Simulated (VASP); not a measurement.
A run of VASP 6.6.1 is set up as follows.

INCAR

```
SYSTEM = AlN
  PREC = Accurate
  ENCUT = 520
  EDIFF = 1E-6
  ISMEAR = 0
  SIGMA = 0.05
  LREAL = .FALSE.
  LASPH = .TRUE.
  NELM = 80
  ALGO = Normal
  ISIF = 2
  LWAVE = .FALSE.
  LCHARG = .FALSE.
  GGA = PE
  NBANDS = 16
```

Contents of KPOINTS:

```
Automatic mesh
0
G
  8 8 4
  0 0 0
```

Contents of POSCAR:

```
AlN
1.0
    3.1308729308      0.0000000000      0.0000000000
   -1.5654364654      2.7114154941      0.0000000000
    0.0000000000      0.0000000000      5.0175159621
Al N
2 2
Direct
    0.3333333333      0.6666666667      0.0015478938
    0.6666666667      0.3333333333      0.5015478938
    0.3333333333      0.6666666667      0.3834521062
    0.6666666667      0.3333333333      0.8834521062
```

Potentials or basis: VASP PAW PBE potentials, release 64 (Al, N).

Launch:

```console
$ cat potpaw_PBE.64/Al/POTCAR potpaw_PBE.64/N/POTCAR > POTCAR
$ mpirun -np 1 vasp_std > vasp.out
```

**Question.** Estimate the largest force.

**Answer.** 0.019 eV/Å.

**Question.** Estimate the band gap on the k mesh.

**Answer.** 4.03 eV, direct.

**Question.** Predict the pressure.

**Answer.** -0.3 GPa.

Forces on the atoms (eV/Å):
```
Al   0.000  0.000  0.019
Al   0.000  0.000  0.019
N    0.000  0.000 -0.019
N    0.000  0.000 -0.019
```

**Measured values to compare with.**

“Self-assembly of well-separated AlN nanowires directly on sputtered metallic TiN films”, 2019, arxiv:1910.07391 quotes, for a bulk crystal of AlN at 10 K: band gap 6.034 eV (an exciton energy, a little under the gap).

A measured gap of AlN is 6.034 eV (an exciton energy, a little under the gap; 10 K; quoted in “Self-assembly of well-separated AlN nanowires directly on sputtered metallic TiN films”, 2019, arxiv:1910.07391); the calculated 4.03 eV misses it by -2.00 eV. 2 values of this kind are on record (6.034 to 6.0343 eV); this one was drawn at random. The value is that of PBE, without temperature or zero-point motion. Semilocal functionals fall short of measured gaps as a rule.
